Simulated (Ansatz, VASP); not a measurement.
Two plane-wave programs on Mg2BeSeO2

INCAR

```
  ALGO = Normal
  EDIFF = 1E-7
  EDIFFG = -0.04
  ENCUT = 600
  GGA = PE
  IBRION = 2
  ISIF = 3
  ISMEAR = 0
  LASPH = T
  LCHARG = F
  LREAL = F
  LWAVE = F
  NELM = 80
  NSW = 90
  PREC = Accurate
  SIGMA = 0.1
```

File KPOINTS:

```
k-points
0
Gamma
  4 4 4
```

Contents of POSCAR:

```
Mg2BeSeO2
1.0
    2.4692851600     -4.7246289200      0.0000000000
    2.4692851600      4.7246289200      0.0000000000
    0.0000000000      0.0000000000      4.2897596200
Mg Be Se O
2 1 1 2
Direct
    0.1755539500      0.8244460500      0.5000000000
    0.8244460500      0.1755539500      0.5000000000
    0.5000000000      0.5000000000      0.5000000000
    0.0000000000      0.0000000000      0.5000000000
    0.0000000000      0.0000000000      0.2143907600
    0.0000000000      0.0000000000      0.7856092400
```

Input for Ansatz:

```yaml
crystal:
  lattice:
    - [2.46928516, -4.72462892, 0.0]
    - [2.46928516, 4.72462892, 0.0]
    - [0.0, 0.0, 4.28975962]
  atoms:
    - { symbol: Mg, position: [0.17555395, 0.82444605, 0.5] }
    - { symbol: Mg, position: [0.82444605, 0.17555395, 0.5] }
    - { symbol: Be, position: [0.5, 0.5, 0.5] }
    - { symbol: Se, position: [0.0, 0.0, 0.5] }
    - { symbol: O, position: [0.0, 0.0, 0.21439076] }
    - { symbol: O, position: [0.0, 0.0, 0.78560924] }
basis:
  ecutwfc: 420
kpoints:
  mp_grid: { grid: [4, 4, 4] }
hamiltonian:
  xc: pbe
scf:
  occupations: { method: gaussian, width: 0.1 }
  lower_state_search: "off"
output:
  forces: true
  stress: true
  eigenvalues: true
relax:
  adjacent_minimum: "off"
  f_tol: 0.04
  max_steps: 70
  cell: { stress_tol: 0.4 }
```

Alike in both runs: task relaxation of cell and atoms; functional PBE; k mesh 4 × 4 × 4; occupations gaussian, width 0.1 eV; no spin polarisation.

```csv
,VASP,Ansatz
version,VASP 6.6.1,Ansatz 0.2.0
potentials or method,"VASP PAW PBE potentials, release 64 (Mg, Be, Se, O), cutoff 600 eV","scalar-relativistic, plane waves, PAW"
valence electrons in the cell,24,50
```

|  | VASP | Ansatz | Ansatz less VASP |
| --- | --- | --- | --- |
| gap on the k mesh at the Fermi level, each at its own relaxed structure (eV) | none | none | - |
| relaxed volume (Å³/atom) | 29.12 | 34.53 | +5.411 |
| relaxed cell length with the largest relative difference (Å) | 6.419 | 6.725 | +0.3066 |

A gap of «none» marks a metal or a gap that the smearing closes. One of these differences is far larger than is usual between the two programs; its cause wasn't traced. VASP's potentials hold 24 valence electrons a cell and Ansatz's 50, so a difference there can come from the potentials and not from the codes.

The k mesh is coarse, so the values compare programs but aren't converged. Noted on VASP's run: the volume moved by over 15 % at a fixed basis, so the end points are rough.
